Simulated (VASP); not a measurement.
# LaBi (Fm-3m) in VASP: further runs

LaBi is run at these levels: LDA; tasks: single point.

All numbers are computed with VASP 6.6.1; they aren't measurements. Logs are shortened: lines on timing, memory, paths and dates and some standing lists are left out, and cuts for length are marked.

## 1. The cell of the first run

It takes space group Fm-3m (No. 225, cubic). The conventional cell has a = 6.291 Å, b = 6.291 Å, c = 6.291 Å, α = 90.00°, β = 90.00°, γ = 90.00°. La (site symmetry m-3m) has 6 Bi at 3.15 Å within 4.1 Å. Within 4.1 Å of Bi (site symmetry m-3m) lie 6 La at 3.15 Å.

## 2. Single point, LDA

Contents of INCAR:

```
PREC = Accurate
ENCUT = 520
EDIFF = 1E-6
ISMEAR = 1
SIGMA = 0.05
LREAL = F
LASPH = T
NELM = 100
ALGO = Normal
ISIF = 2
LWAVE = F
LCHARG = T
GGA = CA
LELF = T
LVHAR = T
NBANDS = 20
```

Contents of KPOINTS:

```
regular mesh
0
Gamma
  6 6 6
```

Contents of POSCAR:

```
LaBi
1.0
    0.0000000000      3.1455671362      3.1455671362
    3.1455671362      0.0000000000      3.1455671362
    3.1455671362      3.1455671362      0.0000000000
La Bi
1 1
Direct
    0.0000000000      0.0000000000      0.0000000000
    0.5000000000      0.5000000000      0.5000000000
```

Potentials or basis: VASP PAW LDA potentials, release 64 (La, Bi_d).

On the command line:

```sh
cat potpaw_LDA.64/La/POTCAR potpaw_LDA.64/Bi_d/POTCAR > POTCAR
mpirun -np 1 vasp_std > vasp.out
```

OUTCAR:

```text
PREC = Accurate
   ENCUT = 520
   EDIFF = 1E-6
   ISMEAR = 1
   LREAL = F
   LASPH = T
   NELM = 100
   ISIF = 2
   GGA = CA

 ion  position               nearest neighbor table
   1  0.000  0.000  0.000-   2 3.15   2 3.15   2 3.15   2 3.15   2 3.15   2 3.15
   2  0.500  0.500  0.500-   1 3.15   1 3.15   1 3.15   1 3.15   1 3.15   1 3.15

  LATTYP: Found a face centered cubic cell.
 ALAT       =     6.2911342724

  Lattice vectors:

 A1 = (   0.0000000000,   3.1455671362,   3.1455671362)
 A2 = (   3.1455671362,   0.0000000000,   3.1455671362)
 A3 = (   3.1455671362,   3.1455671362,   0.0000000000)

Analysis of symmetry for initial positions (statically):
=====================================================================
 Subroutine PRICEL returns:
 Original cell was already a primitive cell.

 Routine SETGRP: Setting up the symmetry group for a
 face centered cubic supercell.

 Subroutine GETGRP returns: Found 48 space group operations
 (whereof 48 operations were pure point group operations)
 out of a pool of 48 trial point group operations.

The static configuration has the point symmetry O_h .

Analysis of symmetry for dynamics (positions and initial velocities):
=====================================================================
 Subroutine PRICEL returns:
 Original cell was already a primitive cell.

 Routine SETGRP: Setting up the symmetry group for a
 face centered cubic supercell.

 Subroutine GETGRP returns: Found 48 space group operations
 (whereof 48 operations were pure point group operations)
 out of a pool of 48 trial point group operations.

The dynamic configuration has the point symmetry O_h .

 Subroutine INISYM returns: Found 48 space group operations
 (whereof 48 operations are pure point group operations),
 and found     1 'primitive' translations

----------------------------------------------------------------------------------------

                                     Primitive cell

  volume of cell :      62.2482

  direct lattice vectors                    reciprocal lattice vectors
     0.000000000  3.145567136  3.145567136    -0.158953848  0.158953848  0.158953848
     3.145567136  0.000000000  3.145567136     0.158953848 -0.158953848  0.158953848
     3.145567136  3.145567136  0.000000000     0.158953848  0.158953848 -0.158953848

  length of vectors
     4.448503705  4.448503705  4.448503705     0.275316141  0.275316141  0.275316141

  position of ions in fractional coordinates (direct lattice)
     0.000000000  0.000000000  0.000000000
     0.500000000  0.500000000  0.500000000

  ion indices of the primitive-cell ions
   primitive index   ion index
                 1           1
                 2           2

----------------------------------------------------------------------------------------

 KPOINTS: regular mesh

Automatic generation of k-mesh.
 Grid dimensions read from file:
 generate k-points for:    6    6    6

 Generating k-lattice:

  Cartesian coordinates                     Fractional coordinates (reciprocal lattice)
    -0.026492308  0.026492308  0.026492308     0.166666667  0.000000000  0.000000000
     0.026492308 -0.026492308  0.026492308     0.000000000  0.166666667  0.000000000
     0.026492308  0.026492308 -0.026492308     0.000000000  0.000000000  0.166666667

  Length of vectors
     0.045886023  0.045886023  0.045886023

  Shift w.r.t. Gamma in fractional coordinates (k-lattice)
     0.000000000  0.000000000  0.000000000

 Subroutine IBZKPT returns following result:
 ===========================================

 Found     16 irreducible k-points:

 Following reciprocal coordinates:
            Coordinates               Weight
  0.000000  0.000000  0.000000      1.000000
  0.166667  0.000000  0.000000      8.000000
  0.333333  0.000000  0.000000      8.000000
  0.500000  0.000000  0.000000      4.000000
  0.166667  0.166667  0.000000      6.000000
  0.333333  0.166667  0.000000     24.000000
[... 8 lines left out ...]
 -0.333333  0.333333  0.166667     24.000000
 -0.333333  0.500000  0.166667     12.000000
   k-points           NKPTS =     16   k-points in BZ     NKDIM =     16   number of bands    NBANDS=     20
   number of dos      NEDOS =    301   number of ions     NIONS =      2
   total plane-waves  NPLWV =  46656
   dimension x,y,z NGX =    36 NGY =   36 NGZ =   36
   dimension x,y,z NGXF=    72 NGYF=   72 NGZF=   72
   ions per type =               1   1
   NGX,Y,Z   is equivalent  to a cutoff of  13.45, 13.45, 13.45 a.u.
   NGXF,Y,Z  is equivalent  to a cutoff of  26.91, 26.91, 26.91 a.u.
 SYSTEM =  unknown system
   PREC   = accura    normal or accurate (medium, high low for compatibility)
   ISTART =      0    job   : 0-new  1-cont  2-samecut
   ICHARG =      2    charge: 1-file 2-atom 10-const
   ISPIN  =      1    spin polarized calculation?
   LNONCOLLINEAR =      F non collinear calculations
   LSORBIT =      F    spin-orbit coupling
   LASPH  =      T    aspherical Exc in radial PAW
   ENCUT  =  520.0 eV  38.22 Ry    6.18 a.u.   8.27  8.27  8.27*2*pi/ulx,y,z
   NELM   =    100;   NELMIN=  2; NELMDL= -5     # of ELM steps
   EDIFF  = 0.1E-05   stopping-criterion for ELM
   LREAL  =      F    real-space projection
   EDIFFG = 0.1E-04   stopping-criterion for IOM
   NSW    =      0    number of steps for IOM
   IBRION =     -1    ionic relax: 0-MD 1-quasi-New 2-CG
   NFREE  =      0    steps in history (QN), initial steepest desc. (CG)
   ISIF   =      2    stress and relaxation
   ISYM   =      2    0-nonsym 1-usesym 2-fastsym
   POTIM  = 0.5000    time-step for ionic-motion
   TEBEG  =    0.0;   TEEND  =   0.0 temperature during run
   PSTRESS=    0.0 pullay stress
   NELECT =      26.0000    total number of electrons
   NUPDOWN=      -1.0000    fix difference up-down
   EMIN   =  10.00;   EMAX   =-10.00  energy-range for DOS
   EFERMI =   0.00;   METHOD = LEGACY
   ISMEAR =     1;   SIGMA  =   0.05  broadening in eV -4-tet -1-fermi 0-gaus
   EFERMI_NEDOS =   21; number of points for ismear=-14 and -15
   IALGO  =     38    algorithm
   IMIX   =      4    mixing-type and parameters
     AMIX     =   0.40;   BMIX     =  1.00
     AMIX_MAG =   1.60;   BMIX_MAG =  1.00
  volume/ion in A,a.u.               =      31.12       210.04
  Fermi-wavevector in a.u.,A,eV,Ry     =   1.223743  2.312539 20.375373  1.497548
  Thomas-Fermi vector in A             =   2.358843
   LORBIT       =      0    0 simple, 1 ext, 2 COOP (PROOUT), +10 PAW based schemes
   GGA     = CA    functional components
   LHFCALC =     F    Hartree Fock is set to
   AEXX    =    0.0000 exact exchange contribution
   IVDW    =     0    specifies the selected vdW correction
   LEPSILON=     F    determine dielectric tensor
   LRPA    =     F    only Hartree local field effects (RPA)
 non-spin polarized calculation
 Methfessel and Paxton  Order N= 1 SIGMA  =   0.05
  energy-cutoff  :      520.00
  volume of cell :       62.25
 maximum number of plane-waves:      1694
 NGX is ok and might be reduce to    36
   NGX = 17   NGY = 17   NGZ = 17

 number of electron      26.0000000 magnetization

 Free energy of the ion-electron system (eV)
  ---------------------------------------------------
  ext. energy  EPLUGINS =         0.00000000
  ---------------------------------------------------
  free energy    TOTEN  =       -12.15289285 eV

  energy without entropy =      -12.15215086  energy(sigma->0) =      -12.15264552

 E-fermi :   7.8925     XC(G=0): -10.3899

 val. band max:        7.8749975297   @ k =   0.1667   0.1667   0.0000
 cond. band min:       7.8972960366   @ k =   0.5000   0.5000   0.0000
 fundamental gap:      0.0222985068
 Fermi energy:         7.8924826035

 k-point     1 :       0.0000    0.0000    0.0000
  band No.  band energies     occupation
      1     -24.1506      2.00000
      2     -13.7613      2.00000
      3     -13.7613      2.00000
      4     -13.6857      2.00000
      5     -13.6857      2.00000
      6     -13.6857      2.00000
[... 12 lines left out ...]
     19      10.4624      0.00000
     20      10.5167      0.00000

 k-point     2 :       0.1667    0.0000    0.0000
  band No.  band energies     occupation
      1     -24.1420      2.00000
      2     -13.7697      2.00000
      3     -13.7697      2.00000
      4     -13.6857      2.00000
      5     -13.6831      2.00000
      6     -13.6831      2.00000
[... 12 lines left out ...]
     19      10.3903      0.00000
     20      10.5209      0.00000

 k-point     3 :       0.3333    0.0000    0.0000
  band No.  band energies     occupation
      1     -24.1247      2.00000
      2     -13.7871      2.00000
      3     -13.7871      2.00000
      4     -13.6862      2.00000
      5     -13.6773      2.00000
      6     -13.6773      2.00000
[... 12 lines left out ...]
     19      10.4510      0.00000
     20      10.5291      0.00000

 k-point     4 :       0.5000    0.0000    0.0000
  band No.  band energies     occupation
      1     -24.1160      2.00000
      2     -13.7959      2.00000
      3     -13.7959      2.00000
      4     -13.6866      2.00000
      5     -13.6742      2.00000
      6     -13.6742      2.00000
[... 12 lines left out ...]
     19      10.4886      0.00000
     20      10.5332      0.00000

 k-point     5 :       0.1667    0.1667    0.0000
  band No.  band energies     occupation
      1     -24.1397      2.00000
      2     -13.7778      2.00000
      3     -13.7590      2.00000
      4     -13.6874      2.00000
      5     -13.6813      2.00000
      6     -13.6813      2.00000
[... 12 lines left out ...]
     19      10.3697      0.00000
     20      10.5890      0.00000
[... 169 lines left out ...]
      6     -13.6652      2.00000
[... 12 lines left out ...]
     19      10.4741      0.00000
     20      11.0017      0.00000

 k-point    14 :       0.5000    0.3333    0.1667
  band No.  band energies     occupation
      1     -24.1170      2.00000
      2     -13.7811      2.00000
      3     -13.7593      2.00000
      4     -13.6859      2.00000
      5     -13.6749      2.00000
      6     -13.6712      2.00000
[... 12 lines left out ...]
     19      10.4607      0.00000
     20      10.5338      0.00000

 k-point    15 :      -0.3333    0.3333    0.1667
  band No.  band energies     occupation
      1     -24.1123      2.00000
      2     -13.7832      2.00000
      3     -13.7523      2.00000
      4     -13.6813      2.00000
      5     -13.6784      2.00000
      6     -13.6682      2.00000
[... 12 lines left out ...]
     19      10.4749      0.00000
     20      10.4979      0.00000

 k-point    16 :      -0.3333    0.5000    0.1667
  band No.  band energies     occupation
      1     -24.1116      2.00000
      2     -13.7718      2.00000
      3     -13.7362      2.00000
      4     -13.6868      2.00000
      5     -13.6730      2.00000
      6     -13.6652      2.00000
[... 12 lines left out ...]
     19      10.4744      0.00000
     20      10.5490      0.00000

------------------------ aborting loop because EDIFF is reached ----------------------------------------

  FORCE on cell =-STRESS in cart. coord.  units (eV):
  Direction    XX          YY          ZZ          XY          YZ          ZX
  --------------------------------------------------------------------------------------
  -------------------------------------------------------------------------------------
  Total        2.6431912      2.6431912      2.6431912     -0.0000000     -0.0000000      0.0000000
  in kB       68.0318514     68.0318514     68.0318514     -0.0000000     -0.0000000      0.0000000
  external PRESSURE =      68.0318514 kB  Pullay stress =       0.0000000 kB

 VOLUME and BASIS-vectors are now :
 -----------------------------------------------------------------------------
  energy-cutoff  :      520.00
  volume of cell :       62.25
      direct lattice vectors                 reciprocal lattice vectors
     0.000000000  3.145567136  3.145567136    -0.158953848  0.158953848  0.158953848
     3.145567136  0.000000000  3.145567136     0.158953848 -0.158953848  0.158953848
     3.145567136  3.145567136  0.000000000     0.158953848  0.158953848 -0.158953848

 POSITION                                       TOTAL-FORCE (eV/Angst)
 -----------------------------------------------------------------------------------
      0.00000      0.00000      0.00000         0.000000     -0.000000      0.000000
      3.14557      3.14557      3.14557        -0.000000      0.000000     -0.000000
 -----------------------------------------------------------------------------------
    total drift:                                0.000000      0.000000      0.000000

  FREE ENERGIE OF THE ION-ELECTRON SYSTEM (eV)
  ---------------------------------------------------
  free  energy   TOTEN  =       -12.1528928461 eV

  energy  without entropy=      -12.1521508583  energy(sigma->0) =      -12.15264552
```

It took 37 s on 1 thread of AMD EPYC 7R13 (Zen 3), shared host; peak memory 0.16 GiB.

What came out:

```yaml
Free_energy: -12.1529 eV
Pressure: 6.8 GPa
Band_gap_on_the_k_mesh: zero (band 13 reaches 8.36 eV, above the bottom of band 14 at 7.84 eV)
```

Levels at points of the mesh, in eV from the Fermi level:
```csv
k point,band 11,band 12,band 13,band 14,band 15,band 16
"(0.00, 0.00, 0.00)",0.46,0.46,0.46,1.38,1.38,1.38
"(0.50, 0.00, 0.00)",-3.50,-1.74,-1.74,2.02,2.31,2.31
"(0.50, 0.50, 0.00)",-1.32,-0.33,0.00,0.00,2.34,2.38
```

Caveat: spin-orbit coupling is left out, which moves the levels of the heavy elements.

[end of part 1 of 2]
